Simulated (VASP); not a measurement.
Here is a VASP 6.6.1 calculation.

Contents of INCAR:

```
SYSTEM = GaSb3
PREC = Accurate
ENCUT = 520
EDIFF = 1E-6
ISMEAR = -1
SIGMA = 0.05
LREAL = .False.
LASPH = .True.
NELM = 60
ALGO = Normal
ISIF = 2
LWAVE = .False.
LCHARG = .True.
GGA = PS
LELF = .True.
LVHAR = .True.
NBANDS = 22
```

Contents of KPOINTS:

```
regular mesh
0
Gamma
  6 6 6
  0 0 0
```

Contents of POSCAR:

```
GaSb3
1.0
    0.0000000000      3.6544390392      3.6544390392
    3.6544390392      0.0000000000      3.6544390392
    3.6544390392      3.6544390392      0.0000000000
Sb Ga
3 1
Direct
    0.5000000000      0.5000000000      0.5000000000
    0.7500000000      0.7500000000      0.7500000000
    0.2500000000      0.2500000000      0.2500000000
    0.0000000000      0.0000000000      0.0000000000
```

Potentials or basis: VASP PAW PBE potentials, release 64 (Sb, Ga_d).

The run is started by

```sh
$ cat potpaw_PBE.64/Sb/POTCAR potpaw_PBE.64/Ga_d/POTCAR > POTCAR
$ mpirun -np 1 vasp_std > vasp.out
```

(1) Predict the pressure.

(2) Predict the band gap on the k mesh.

Answers

(1) -0.4 GPa.

(2) zero (band 14 reaches 9.43 eV, above the bottom of band 15 at 5.49 eV).

Caveat: the PAW data sets were made with another functional, which shifts forces and pressure a little; spin-orbit coupling is left out, which moves the levels of the heavy elements.
